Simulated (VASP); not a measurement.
# Au in VASP: notebook

The runs below take Au through single point, with PBE.

Program: VASP 6.6.1. These are calculated values, not measurements. Logs are shortened: lines on timing, memory, paths and dates and some standing lists are left out, and cuts for length are marked.

## 1. The cell of the first run

The typed cell holds 1 atom: a = 2.742 Å, b = 2.742 Å, c = 2.749 Å, α = 90.00°, β = 90.00°, γ = 90.00°.

## 2. Single point, PBE

The input, INCAR:

```
SYSTEM = Au
ALGO = Fast
EDIFF = 1E-7
ENCUT = 520
GGA = PE
ISIF = 2
ISMEAR = 0
LASPH = .TRUE.
LCHARG = .FALSE.
LREAL = .FALSE.
LWAVE = .FALSE.
NBANDS = 12
NELM = 60
PREC = Accurate
SIGMA = 0.1
```

The input, KPOINTS:

```
k-points
0
G
  6 6 8
  0 0 0
```

The input, POSCAR:

```
Au
1.0
    2.7423947507      0.0000000000      0.0000000000
    0.0000000000      2.7423947507      0.0000000000
    0.0000000000      0.0000000000      2.7490879312
Au
1
Direct
    0.5000000000      0.5000000000      0.5000000000
```

Potentials or basis: VASP PAW PBE potentials, release 64 (Au).

The run is started by

```
$ cat potpaw_PBE.64/Au/POTCAR > POTCAR
$ mpirun -np 1 vasp_std > vasp.out
```

OUTCAR:

```text
SYSTEM = Au
   EDIFF = 1E-7
   ENCUT = 520
   GGA = PE
   ISIF = 2
   ISMEAR = 0
   LASPH = .TRUE.
   LREAL = .FALSE.
   NELM = 60
   PREC = Accurate

 ion  position               nearest neighbor table
   1  0.500  0.500  0.500-

  LATTYP: Found a simple tetragonal cell.
 ALAT       =     2.7423947507
 C/A-ratio  =     1.0024406335

  Lattice vectors:

 A1 = (   2.7423947507,   0.0000000000,   0.0000000000)
 A2 = (   0.0000000000,   2.7423947507,   0.0000000000)
 A3 = (   0.0000000000,   0.0000000000,   2.7490879312)

Analysis of symmetry for initial positions (statically):
=====================================================================
 Subroutine PRICEL returns:
 Original cell was already a primitive cell.

 Routine SETGRP: Setting up the symmetry group for a
 simple tetragonal supercell.

 Subroutine GETGRP returns: Found 16 space group operations
 (whereof 16 operations were pure point group operations)
 out of a pool of 16 trial point group operations.

The static configuration has the point symmetry D_4h.

Analysis of symmetry for dynamics (positions and initial velocities):
=====================================================================
 Subroutine PRICEL returns:
 Original cell was already a primitive cell.

 Routine SETGRP: Setting up the symmetry group for a
 simple tetragonal supercell.

 Subroutine GETGRP returns: Found 16 space group operations
 (whereof 16 operations were pure point group operations)
 out of a pool of 16 trial point group operations.

The dynamic configuration has the point symmetry D_4h.

 Subroutine INISYM returns: Found 16 space group operations
 (whereof 16 operations are pure point group operations),
 and found     1 'primitive' translations

----------------------------------------------------------------------------------------

                                     Primitive cell

  volume of cell :      20.6751

  direct lattice vectors                    reciprocal lattice vectors
     2.742394751  0.000000000  0.000000000     0.364644805  0.000000000  0.000000000
     0.000000000  2.742394751  0.000000000     0.000000000  0.364644805  0.000000000
     0.000000000  0.000000000  2.749087931     0.000000000  0.000000000  0.363757008

  length of vectors
     2.742394751  2.742394751  2.749087931     0.364644805  0.364644805  0.363757008

  position of ions in fractional coordinates (direct lattice)
     0.500000000  0.500000000  0.500000000

  ion indices of the primitive-cell ions
   primitive index   ion index
                 1           1

----------------------------------------------------------------------------------------

 KPOINTS: k-points

Automatic generation of k-mesh.
 Grid dimensions read from file:
 generate k-points for:    6    6    8

 Generating k-lattice:

  Cartesian coordinates                     Fractional coordinates (reciprocal lattice)
     0.060774134  0.000000000  0.000000000     0.166666667  0.000000000  0.000000000
     0.000000000  0.060774134  0.000000000     0.000000000  0.166666667  0.000000000
     0.000000000  0.000000000  0.045469626     0.000000000  0.000000000  0.125000000

  Length of vectors
     0.060774134  0.060774134  0.045469626

  Shift w.r.t. Gamma in fractional coordinates (k-lattice)
     0.000000000  0.000000000  0.000000000

 Subroutine IBZKPT returns following result:
 ===========================================

 Found     50 irreducible k-points:

 Following reciprocal coordinates:
            Coordinates               Weight
  0.000000  0.000000  0.000000      1.000000
  0.166667  0.000000  0.000000      4.000000
  0.333333  0.000000  0.000000      4.000000
  0.500000  0.000000  0.000000      2.000000
  0.166667  0.166667  0.000000      4.000000
  0.333333  0.166667  0.000000      8.000000
[... 16 lines left out ...]
  0.333333  0.000000  0.250000      8.000000
  0.500000  0.000000  0.250000      4.000000
 [... further k-points ...]
   k-points           NKPTS =     50   k-points in BZ     NKDIM =     50   number of bands    NBANDS=     12
   number of dos      NEDOS =    301   number of ions     NIONS =      1
   total plane-waves  NPLWV =   8000
   dimension x,y,z NGX =    20 NGY =   20 NGZ =   20
   dimension x,y,z NGXF=    40 NGYF=   40 NGZF=   40
   ions per type =               1
   NGX,Y,Z   is equivalent  to a cutoff of  12.12, 12.12, 12.09 a.u.
   NGXF,Y,Z  is equivalent  to a cutoff of  24.25, 24.25, 24.19 a.u.
 SYSTEM =  Au
   PREC   = accura    normal or accurate (medium, high low for compatibility)
   ISTART =      0    job   : 0-new  1-cont  2-samecut
   ICHARG =      2    charge: 1-file 2-atom 10-const
   ISPIN  =      1    spin polarized calculation?
   LNONCOLLINEAR =      F non collinear calculations
   LSORBIT =      F    spin-orbit coupling
   LASPH  =      T    aspherical Exc in radial PAW
   ENCUT  =  520.0 eV  38.22 Ry    6.18 a.u.   5.10  5.10  5.11*2*pi/ulx,y,z
   NELM   =     60;   NELMIN=  2; NELMDL= -5     # of ELM steps
   EDIFF  = 0.1E-06   stopping-criterion for ELM
   LREAL  =      F    real-space projection
   EDIFFG = 0.1E-05   stopping-criterion for IOM
   NSW    =      0    number of steps for IOM
   IBRION =     -1    ionic relax: 0-MD 1-quasi-New 2-CG
   NFREE  =      0    steps in history (QN), initial steepest desc. (CG)
   ISIF   =      2    stress and relaxation
   ISYM   =      2    0-nonsym 1-usesym 2-fastsym
   POTIM  = 0.5000    time-step for ionic-motion
   TEBEG  =    0.0;   TEEND  =   0.0 temperature during run
   PSTRESS=    0.0 pullay stress
   NELECT =      11.0000    total number of electrons
   NUPDOWN=      -1.0000    fix difference up-down
   EMIN   =  10.00;   EMAX   =-10.00  energy-range for DOS
   EFERMI =   0.00;   METHOD = LEGACY
   ISMEAR =     0;   SIGMA  =   0.10  broadening in eV -4-tet -1-fermi 0-gaus
   EFERMI_NEDOS =   21; number of points for ismear=-14 and -15
   IALGO  =     68    algorithm
   IMIX   =      4    mixing-type and parameters
     AMIX     =   0.40;   BMIX     =  1.00
     AMIX_MAG =   1.60;   BMIX_MAG =  1.00
  volume/ion in A,a.u.               =      20.68       139.52
  Fermi-wavevector in a.u.,A,eV,Ry     =   1.326548  2.506812 23.942564  1.759729
  Thomas-Fermi vector in A             =   2.455926
   LORBIT       =      0    0 simple, 1 ext, 2 COOP (PROOUT), +10 PAW based schemes
   GGA     = PE    functional components
   LHFCALC =     F    Hartree Fock is set to
   AEXX    =    0.0000 exact exchange contribution
   IVDW    =     0    specifies the selected vdW correction
   LEPSILON=     F    determine dielectric tensor
   LRPA    =     F    only Hartree local field effects (RPA)
 non-spin polarized calculation
 RMM-DIIS sequential band-by-band and
 Gauss-broadening in eV      SIGMA  =   0.10
  energy-cutoff  :      520.00
  volume of cell :       20.68
 maximum number of plane-waves:       587
   NGX = 11   NGY = 11   NGZ = 11

 number of electron      10.9999996 magnetization

 Free energy of the ion-electron system (eV)
  ---------------------------------------------------
  ext. energy  EPLUGINS =         0.00000000
  ---------------------------------------------------
  free energy    TOTEN  =        -3.06730591 eV

  energy without entropy =       -3.06573111  energy(sigma->0) =       -3.06651851

 E-fermi :   6.1665     XC(G=0): -11.4464

 val. band max:        6.1243117121   @ k =   0.5000   0.5000   0.5000
 cond. band min:       6.5927759745   @ k =   0.3333   0.3333   0.2500
 fundamental gap:      0.4684642624
 Fermi energy:         6.1664518396

 k-point     1 :       0.0000    0.0000    0.0000
  band No.  band energies     occupation
      1      -1.4531      2.00000
      2       0.6850      2.00000
      3       0.7016      2.00000
      4       4.8758      2.00000
      5       4.8758      2.00000
      6       4.8856      2.00000
      7      20.1261      0.00000
      8      20.2204      0.00000
      9      20.2204      0.00000
     10      25.0229      0.00000
     11      27.4322      0.00000
     12      27.4754      0.00000

 k-point     2 :       0.1667    0.0000    0.0000
  band No.  band energies     occupation
      1      -0.8394      2.00000
      2       0.7935      2.00000
      3       1.2531      2.00000
      4       4.4728      2.00000
      5       4.4847      2.00000
      6       4.9095      2.00000
      7      16.5212      0.00000
      8      21.1738      0.00000
      9      21.2674      0.00000
     10      25.7253      0.00000
     11      26.0377      0.00000
     12      30.9608      0.00000

 k-point     3 :       0.3333    0.0000    0.0000
  band No.  band energies     occupation
      1       0.1962      2.00000
      2       0.9929      2.00000
      3       3.3150      2.00000
      4       3.7575      2.00000
      5       3.7725      2.00000
      6       4.9775      2.00000
      7      11.7405      0.00000
      8      23.5165      0.00000
      9      23.5766      0.00000
     10      23.6710      0.00000
     11      25.5626      0.00000
     12      32.5145      0.00000
[... 286 lines left out ...]
 k-point    23 :       0.3333    0.0000    0.2500
  band No.  band energies     occupation
      1       0.8968      2.00000
      2       1.8891      2.00000
      3       2.8775      2.00000
      4       3.8803      2.00000
      5       4.2775      2.00000
      6       4.5087      2.00000
      7      13.1232      0.00000
      8      16.9043      0.00000
      9      23.2064      0.00000
     10      26.0763      0.00000
     11      26.1653      0.00000
     12      30.0316      0.00000

 k-point    24 :       0.5000    0.0000    0.2500
  band No.  band energies     occupation
      1       1.1406      2.00000
      2       1.7354      2.00000
      3       2.9399      2.00000
      4       3.5739      2.00000
      5       4.3247      2.00000
      6       8.1769      0.00000
      7       8.6430      0.00000
      8      19.0187      0.00000
      9      20.6060      0.00000
     10      24.8877      0.00000
     11      28.4736      0.00000
     12      29.7920      0.00000

 [... further k-points ...]
[... 5 lines left out ...]
  --------------------------------------------------------------------------------------
  -------------------------------------------------------------------------------------
  Total       -0.0335741     -0.0335741     -0.0047646      0.0000000      0.0000000      0.0000000
  in kB       -2.6017539     -2.6017539     -0.3692256      0.0000000      0.0000000      0.0000000
  external PRESSURE =      -1.8575778 kB  Pullay stress =       0.0000000 kB

 VOLUME and BASIS-vectors are now :
 -----------------------------------------------------------------------------
  energy-cutoff  :      520.00
  volume of cell :       20.68
      direct lattice vectors                 reciprocal lattice vectors
     2.742394751  0.000000000  0.000000000     0.364644805  0.000000000  0.000000000
     0.000000000  2.742394751  0.000000000     0.000000000  0.364644805  0.000000000
     0.000000000  0.000000000  2.749087931     0.000000000  0.000000000  0.363757008

 POSITION                                       TOTAL-FORCE (eV/Angst)
 -----------------------------------------------------------------------------------
      1.37120      1.37120      1.37454         0.000000      0.000000      0.000000
 -----------------------------------------------------------------------------------
    total drift:                               -0.000000      0.000000     -0.000000

  FREE ENERGIE OF THE ION-ELECTRON SYSTEM (eV)
  ---------------------------------------------------
  free  energy   TOTEN  =        -3.0673059090 eV

  energy  without entropy=       -3.0657311105  energy(sigma->0) =       -3.06651851
```

It took 4.7 s on 1 thread of Intel Xeon 6975P-C (Granite Rapids), shared host; peak memory 0.13 GiB.

What came out:

```yaml
Free_energy: -3.0673 eV
Pressure: -0.2 GPa
```

Caveat: the k points lie up to 0.38 Å⁻¹ apart; spin-orbit coupling is left out, which moves the levels of the heavy elements.

## 3. Single point, PBE

This run uses another cell than the first one, of 20.76 Å³/atom, 1.004 times its volume.

The input, INCAR:

```
SYSTEM = Au
PREC = Accurate
ENCUT = 520
EDIFF = 1E-6
ISMEAR = 0
SIGMA = 0.1
LREAL = .FALSE.
LASPH = .TRUE.
NELM = 60
ALGO = Normal
ISIF = 2
LWAVE = .FALSE.
LCHARG = .FALSE.
GGA = PE
NBANDS = 12
```

The input, KPOINTS:

```
regular mesh
0
G
  20 20 20
  0 0 0
```

The input, POSCAR:

```
Au
1.0
    2.7484102408      0.0000000000      0.0000000000
    0.0000000000      2.7484102408      0.0000000000
    0.0000000000      0.0000000000      2.7484102408
Au
1
Direct
    0.5000000000      0.5000000000      0.5000000000
```

Potentials or basis: VASP PAW PBE potentials, release 64 (Au).

The run is started by

```
$ cat potpaw_PBE.64/Au/POTCAR > POTCAR
$ mpirun -np 1 vasp_std > vasp.out
```

Run time: 14 s. Hardware: 1 thread of Intel Xeon 6975P-C (Granite Rapids), shared host; peak memory 0.18 GiB.

It converged, with:

```
Free energy : -3.0231 eV
Pressure    : -0.2 GPa
```

Levels at points of the mesh, in eV from the Fermi level:
```
           k point  band 3  band 4  band 5  band 6  band 7  band 8
(0.00, 0.00, 0.00)   -5.57   -1.41   -1.41   -1.41   13.87   13.87
(0.50, 0.00, 0.00)   -2.83   -2.83   -1.27   -0.38    2.07   16.36
(0.50, 0.50, 0.00)   -2.58   -2.58   -0.27    3.88    3.88    6.41
(0.50, 0.50, 0.50)   -4.84   -0.18   -0.18    8.44    8.44    8.44
```

Caveat: spin-orbit coupling is left out, which moves the levels of the heavy elements.
